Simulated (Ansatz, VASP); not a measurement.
**One calculation of Cu3Ag2Ir6Rh, two programs**

```
Cu Rh Ag Ir
1.0
    -3.78361   -3.85468    0.00874
     0.00160    3.84455    3.94594
    -3.78661    3.86640   -3.96999
Cu Rh Ag Ir
3 1 2 6
Direct
  0.31852 0.15005 0.67407
  0.67826 0.33805 0.32498
  0.32560 0.66670 0.67409
  0.17723 0.84569 0.32476
  0.18670 0.35089 0.35445
  0.81403 0.64768 0.65075
  0.49999 0.00260 0.99936
  0.99678 0.00419 0.00045
  0.80908 0.14327 0.66698
  0.49874 0.49752 0.00895
  0.00360 0.50445 0.98729
  0.68002 0.85973 0.32235
```

Alike in both runs: functional PBE; k mesh 5 × 4 × 3; occupations gaussian, width 0.1 eV; no spin polarisation.

Ansatz relaxed the structure, and its values are those at the end. VASP's run is a single point on that final structure, the one shown.

|  | VASP | Ansatz |
| --- | --- | --- |
| version | VASP 6.6.1 | Ansatz 0.2.0 |
| potentials or method | VASP PAW PBE potentials, release 64 (Cu, Rh_pv, Ag, Ir), cutoff 520 eV | scalar-relativistic, plane waves, PAW |
| valence electrons in the cell | 124 | 214 |

Ansatz gave:

- gap on the k mesh at the Fermi level (eV): none
- pressure (GPa): -0.1
- rms of the force components (eV/Å): 0.012

**Question.** What did VASP give for the same quantities?

**Answer.** gap on the k mesh at the Fermi level (eV): none; pressure (GPa): 0.1; rms of the force components (eV/Å): 0.012.

A gap of «none» marks a metal or a gap that the smearing closes. VASP's potentials hold 124 valence electrons a cell and Ansatz's 214, so a difference there can come from the potentials and not from the codes.

Spin-orbit coupling is off throughout.
